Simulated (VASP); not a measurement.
# Ni (Im-3m) in VASP: single point with PBEsol

Aim: the single point of Ni with PBEsol.

Program: VASP 6.6.1. These are calculated values, not measurements. Logs are shortened: lines on timing, memory, paths and dates and some standing lists are left out, and cuts for length are marked.

## Step 1: The cell of the first run

Symmetry: Im-3m, No. 229, cubic system. The conventional cell has a = 2.767 Å, b = 2.767 Å, c = 2.767 Å, α = 90.00°, β = 90.00°, γ = 90.00°. Ni (site symmetry m-3m) has 14 Ni at 2.40 to 2.77 Å within 3.2 Å.

## Step 2: Single point, PBEsol, collinear spin, ferromagnetic start

INCAR reads:

```
SYSTEM = Ni
ALGO = Normal
EDIFF = 1E-6
ENCUT = 600
GGA = PS
GGA_COMPAT = .FALSE.
ISIF = 2
ISMEAR = -1
ISPIN = 2
LASPH = .TRUE.
LCHARG = .FALSE.
LMAXMIX = 4
LORBIT = 11
LREAL = .FALSE.
LWAVE = .FALSE.
MAGMOM = 1.5
NBANDS = 15
NELM = 200
PREC = Accurate
SIGMA = 0.1
```

KPOINTS reads:

```
k-points
0
G
  14 14 14
  0 0 0
```

POSCAR reads:

```
Ni
1.0
   -1.3837154700      1.3837154700      1.3837154700
    1.3837154700     -1.3837154700      1.3837154700
    1.3837154700      1.3837154700     -1.3837154700
Ni
1
Direct
    0.0000000000      0.0000000000      0.0000000000
```

Potentials or basis: VASP PAW PBE potentials, release 64 (Ni).

Started as:

```bash
> cat potpaw_PBE.64/Ni/POTCAR > POTCAR
> mpirun -np 1 vasp_std > vasp.out
```

OUTCAR:

```text
SYSTEM = Ni
   EDIFF = 1E-6
   ENCUT = 600
   GGA = PS
   ISIF = 2
   ISMEAR = -1
   ISPIN = 2
   LASPH = .TRUE.
   LORBIT = 11
   LREAL = .FALSE.
   NELM = 200
   PREC = Accurate

 ion  position               nearest neighbor table
   1  0.000  0.000  0.000-

  LATTYP: Found a body centered cubic cell.
 ALAT       =     2.7674309400

  Lattice vectors:

 A1 = (  -1.3837154700,   1.3837154700,   1.3837154700)
 A2 = (   1.3837154700,  -1.3837154700,   1.3837154700)
 A3 = (   1.3837154700,   1.3837154700,  -1.3837154700)

Analysis of symmetry for initial positions (statically):
=====================================================================
 Subroutine PRICEL returns:
 Original cell was already a primitive cell.

 Routine SETGRP: Setting up the symmetry group for a
 body centered cubic supercell.

 Subroutine GETGRP returns: Found 48 space group operations
 (whereof 48 operations were pure point group operations)
 out of a pool of 48 trial point group operations.

The static configuration has the point symmetry O_h .

Analysis of symmetry for dynamics (positions and initial velocities):
=====================================================================
 Subroutine PRICEL returns:
 Original cell was already a primitive cell.

 Routine SETGRP: Setting up the symmetry group for a
 body centered cubic supercell.

 Subroutine GETGRP returns: Found 48 space group operations
 (whereof 48 operations were pure point group operations)
 out of a pool of 48 trial point group operations.

The dynamic configuration has the point symmetry O_h .

Analysis of structural, dynamic, and magnetic symmetry:
=====================================================================
 Subroutine PRICEL returns:
 Original cell was already a primitive cell.

 Routine SETGRP: Setting up the symmetry group for a
 body centered cubic supercell.

 Subroutine GETGRP returns: Found 48 space group operations
 (whereof 48 operations were pure point group operations)
 out of a pool of 48 trial point group operations.

The overall configuration has the point symmetry O_h .

 Subroutine INISYM returns: Found 48 space group operations
 (whereof 48 operations are pure point group operations),
 and found     1 'primitive' translations

----------------------------------------------------------------------------------------

                                     Primitive cell

  volume of cell :      10.5974

  direct lattice vectors                    reciprocal lattice vectors
    -1.383715470  1.383715470  1.383715470     0.000000000  0.361345964  0.361345964
     1.383715470 -1.383715470  1.383715470     0.361345964  0.000000000  0.361345964
     1.383715470  1.383715470 -1.383715470     0.361345964  0.361345964  0.000000000

  length of vectors
     2.396665497  2.396665497  2.396665497     0.511020363  0.511020363  0.511020363

  position of ions in fractional coordinates (direct lattice)
     0.000000000  0.000000000  0.000000000

  ion indices of the primitive-cell ions
   primitive index   ion index
                 1           1

----------------------------------------------------------------------------------------

 KPOINTS: k-points

Automatic generation of k-mesh.
 Grid dimensions read from file:
 generate k-points for:   14   14   14

 Generating k-lattice:

  Cartesian coordinates                     Fractional coordinates (reciprocal lattice)
     0.000000000  0.025810426  0.025810426     0.071428571  0.000000000  0.000000000
     0.025810426  0.000000000  0.025810426     0.000000000  0.071428571  0.000000000
     0.025810426  0.025810426  0.000000000     0.000000000  0.000000000  0.071428571

  Length of vectors
     0.036501454  0.036501454  0.036501454

  Shift w.r.t. Gamma in fractional coordinates (k-lattice)
     0.000000000  0.000000000  0.000000000

 Subroutine IBZKPT returns following result:
 ===========================================

 Found    104 irreducible k-points:

 Following reciprocal coordinates:
            Coordinates               Weight
  0.000000  0.000000  0.000000      1.000000
  0.071429  0.000000  0.000000     12.000000
  0.142857  0.000000  0.000000     12.000000
  0.214286  0.000000  0.000000     12.000000
  0.285714  0.000000  0.000000     12.000000
  0.357143  0.000000  0.000000     12.000000
[... 16 lines left out ...]
  0.285714  0.285714  0.000000     24.000000
  0.357143  0.285714  0.000000     24.000000
 [... further k-points ...]
   k-points           NKPTS =    104   k-points in BZ     NKDIM =    104   number of bands    NBANDS=     15
   number of dos      NEDOS =    301   number of ions     NIONS =      1
   total plane-waves  NPLWV =   8000
   dimension x,y,z NGX =    20 NGY =   20 NGZ =   20
   dimension x,y,z NGXF=    40 NGYF=   40 NGZF=   40
   ions per type =               1
   NGX,Y,Z   is equivalent  to a cutoff of  13.87, 13.87, 13.87 a.u.
   NGXF,Y,Z  is equivalent  to a cutoff of  27.75, 27.75, 27.75 a.u.
 SYSTEM =  Ni
   PREC   = accura    normal or accurate (medium, high low for compatibility)
   ISTART =      0    job   : 0-new  1-cont  2-samecut
   ICHARG =      2    charge: 1-file 2-atom 10-const
   ISPIN  =      2    spin polarized calculation?
   LNONCOLLINEAR =      F non collinear calculations
   LSORBIT =      F    spin-orbit coupling
   LASPH  =      T    aspherical Exc in radial PAW
   ENCUT  =  600.0 eV  44.10 Ry    6.64 a.u.   4.79  4.79  4.79*2*pi/ulx,y,z
   NELM   =    200;   NELMIN=  2; NELMDL= -5     # of ELM steps
   EDIFF  = 0.1E-05   stopping-criterion for ELM
   LREAL  =      F    real-space projection
   EDIFFG = 0.1E-04   stopping-criterion for IOM
   NSW    =      0    number of steps for IOM
   IBRION =     -1    ionic relax: 0-MD 1-quasi-New 2-CG
   NFREE  =      0    steps in history (QN), initial steepest desc. (CG)
   ISIF   =      2    stress and relaxation
   ISYM   =      2    0-nonsym 1-usesym 2-fastsym
   POTIM  = 0.5000    time-step for ionic-motion
   TEBEG  =    0.0;   TEEND  =   0.0 temperature during run
   PSTRESS=    0.0 pullay stress
   NELECT =      10.0000    total number of electrons
   NUPDOWN=      -1.0000    fix difference up-down
   EMIN   =  10.00;   EMAX   =-10.00  energy-range for DOS
   EFERMI =   0.00;   METHOD = LEGACY
   ISMEAR =    -1;   SIGMA  =   0.10  broadening in eV -4-tet -1-fermi 0-gaus
   EFERMI_NEDOS =   21; number of points for ismear=-14 and -15
   IALGO  =     38    algorithm
   IMIX   =      4    mixing-type and parameters
     AMIX     =   0.40;   BMIX     =  1.00
     AMIX_MAG =   1.60;   BMIX_MAG =  1.00
  volume/ion in A,a.u.               =      10.60        71.51
  Fermi-wavevector in a.u.,A,eV,Ry     =   1.605738  3.034405 35.081190  2.578395
  Thomas-Fermi vector in A             =   2.702037
   LORBIT       =     11    0 simple, 1 ext, 2 COOP (PROOUT), +10 PAW based schemes
   GGA     = PS    functional components
   LHFCALC =     F    Hartree Fock is set to
   AEXX    =    0.0000 exact exchange contribution
   IVDW    =     0    specifies the selected vdW correction
   LEPSILON=     F    determine dielectric tensor
   LRPA    =     F    only Hartree local field effects (RPA)
 spin polarized calculation
  energy-cutoff  :      600.00
  volume of cell :       10.60
 maximum number of plane-waves:       370
   NGX =  9   NGY =  9   NGZ =  9

 number of electron      10.0000001 magnetization       0.4774535

 Free energy of the ion-electron system (eV)
  ---------------------------------------------------
  ext. energy  EPLUGINS =         0.00000000
  ---------------------------------------------------
  free energy    TOTEN  =        -6.06147428 eV

  energy without entropy =       -6.00299499  energy(sigma->0) =       -6.03223464

 E-fermi :   9.4478     XC(G=0): -13.5876

 val. band max:        9.4407534864   @ k =  -0.3571   0.3571   0.3571
 cond. band min:       9.4519654847   @ k =   0.4286   0.1429   0.0000
 fundamental gap:      0.0112119984
 Fermi energy:         9.4477534928

 spin component 1

 k-point     1 :       0.0000    0.0000    0.0000
  band No.  band energies     occupation
      1       0.3186      1.00000
      2       7.1288      1.00000
      3       7.1288      1.00000
      4       7.1288      1.00000
      5       8.5655      0.99985
      6       8.5655      0.99985
      7      36.1380      0.00000
      8      36.1380      0.00000
      9      36.1380      0.00000
     10      41.2006      0.00000
     11      41.2006      0.00000
     12      42.4286      0.00000
     13      42.4286      0.00000
     14      42.4286      0.00000
     15      43.0777      0.00000
[... 397 lines left out ...]
 k-point    24 :       0.3571    0.2857    0.0000
  band No.  band energies     occupation
      1       5.7865      1.00000
      2       6.3146      1.00000
      3       6.6415      1.00000
      4       8.5842      0.99982
      5       8.7429      0.99913
      6      14.7669      0.00000
      7      16.5517      0.00000
      8      18.9777      0.00000
      9      28.8286      0.00000
     10      38.4867      0.00000
     11      40.1900      0.00000
     12      46.6329      0.00000
     13      50.4574      0.00000
     14      54.2201      0.00000
     15      55.4396      0.00000

 [... further k-points ...]

 spin component 2

 k-point     1 :       0.0000    0.0000    0.0000
  band No.  band energies     occupation
      1       0.3227      1.00000
      2       7.6743      1.00000
      3       7.6743      1.00000
      4       7.6743      1.00000
      5       9.0229      0.98591
      6       9.0229      0.98591
      7      36.0753      0.00000
      8      36.0753      0.00000
      9      36.0753      0.00000
     10      41.1701      0.00000
     11      41.1701      0.00000
     12      42.5869      0.00000
     13      42.5869      0.00000
     14      42.5869      0.00000
     15      43.2119      0.00000
[... 397 lines left out ...]
 k-point    24 :       0.3571    0.2857    0.0000
  band No.  band energies     occupation
      1       6.2000      1.00000
      2       6.7052      1.00000
      3       6.9812      1.00000
      4       9.0930      0.97201
      5       9.2586      0.86889
      6      14.9864      0.00000
      7      16.7691      0.00000
      8      19.1405      0.00000
      9      28.9096      0.00000
     10      38.4942      0.00000
     11      40.1880      0.00000
     12      46.7865      0.00000
     13      50.5711      0.00000
     14      54.5376      0.00000
     15      55.4708      0.00000

 [... further k-points ...]
[... 5 lines left out ...]
  --------------------------------------------------------------------------------------
  -------------------------------------------------------------------------------------
  Total       -0.1771977     -0.1771977     -0.1771977      0.0000000     -0.0000000      0.0000000
  in kB      -26.7897266    -26.7897266    -26.7897266      0.0000000     -0.0000000      0.0000000
  external PRESSURE =     -26.7897266 kB  Pullay stress =       0.0000000 kB

 VOLUME and BASIS-vectors are now :
 -----------------------------------------------------------------------------
  energy-cutoff  :      600.00
  volume of cell :       10.60
      direct lattice vectors                 reciprocal lattice vectors
    -1.383715470  1.383715470  1.383715470     0.000000000  0.361345964  0.361345964
     1.383715470 -1.383715470  1.383715470     0.361345964  0.000000000  0.361345964
     1.383715470  1.383715470 -1.383715470     0.361345964  0.361345964  0.000000000

 POSITION                                       TOTAL-FORCE (eV/Angst)
 -----------------------------------------------------------------------------------
      0.00000      0.00000      0.00000        -0.000000      0.000000      0.000000
 -----------------------------------------------------------------------------------
    total drift:                                0.000000     -0.000000      0.000000

  FREE ENERGIE OF THE ION-ELECTRON SYSTEM (eV)
  ---------------------------------------------------
  free  energy   TOTEN  =        -6.0614742837 eV

  energy  without entropy=       -6.0029949924  energy(sigma->0) =       -6.03223464

 total charge

# of ion       s       p       d       tot
------------------------------------------
    1        0.505   0.518   8.342   9.365

 magnetization (x)

# of ion       s       p       d       tot
------------------------------------------
    1       -0.004  -0.015   0.500   0.481
```

Wall time 18 s (1 thread of Intel Xeon 6975P-C (Granite Rapids), shared host); peak memory 0.15 GiB.

Results:

* Free energy: -6.0615 eV
* Pressure: -2.7 GPa
* Net moment: 0.48 μB per cell
* Site moments: Ni +0.48 μB
* Valence electrons inside the program's atomic spheres: Ni 9.37

Caveat: the PAW data sets were made with another functional, which shifts forces and pressure a little.
